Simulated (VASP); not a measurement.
Crystal: CuPd.

```
Cu Pd
1.0
     3.01479    0.00000    0.00000
     0.00000    3.01479    0.00000
     0.00000    0.00000    3.01479
Cu Pd
1 1
Direct
  0.00000 0.00000 0.00000
  0.50000 0.50000 0.50000
```

| Quantity | Value |
| --- | --- |
| Program | VASP 6.6.1 |
| Task | relaxation of cell and atoms |
| Functional | LDA |
| Potentials or basis | VASP PAW LDA potentials, release 64 (Cu, Pd) |
| Cutoff | 600 eV |
| k mesh | 14 × 14 × 14 |
| Occupations | gaussian, width 0.1 eV |
| Spin | no spin polarisation |

At the start: pressure -13.8 GPa; volume 13.70 Å³/atom.

**Question.** How do energy, volume and symmetry change on relaxing?

**Answer.** Over 11 steps the energy falls by 50.5 meV/atom and the volume is 12.61 Å³/atom (-8.0 %); space group Pm-3m (No. 221, to 0.05 Å).

The path:
```csv
step,energy change (eV),largest force (eV/Å),pressure (GPa),volume (Å³)
1,0.0000,0.0000,-13.83,27.40
2,0.0538,0.0000,24.42,22.97
3,-0.1010,0.0000,-0.48,25.27
4,-0.1011,0.0000,0.19,25.22
5,-0.1010,0.0000,-0.48,25.26
6,-0.1011,0.0000,-0.15,25.23
7,-0.1011,0.0000,-0.25,25.22
8,-0.1011,0.0000,0.10,25.22
9,-0.1011,0.0000,0.33,25.22
10,-0.1011,0.0000,-0.41,25.22
11,-0.1011,0.0000,-0.06,25.22
```

Final structure:
```cif
data_structure
_symmetry_space_group_name_H-M 'P 1'
_symmetry_Int_Tables_number 1
_cell_length_a 2.9326
_cell_length_b 2.9326
_cell_length_c 2.9326
_cell_angle_alpha 90.000
_cell_angle_beta 90.000
_cell_angle_gamma 90.000
_cell_volume 25.22
loop_
_atom_site_label
_atom_site_type_symbol
_atom_site_fract_x
_atom_site_fract_y
_atom_site_fract_z
_atom_site_occupancy
Cu1 Cu 0.00000 0.00000 0.00000 1
Pd1 Pd 0.50000 0.50000 0.50000 1
```
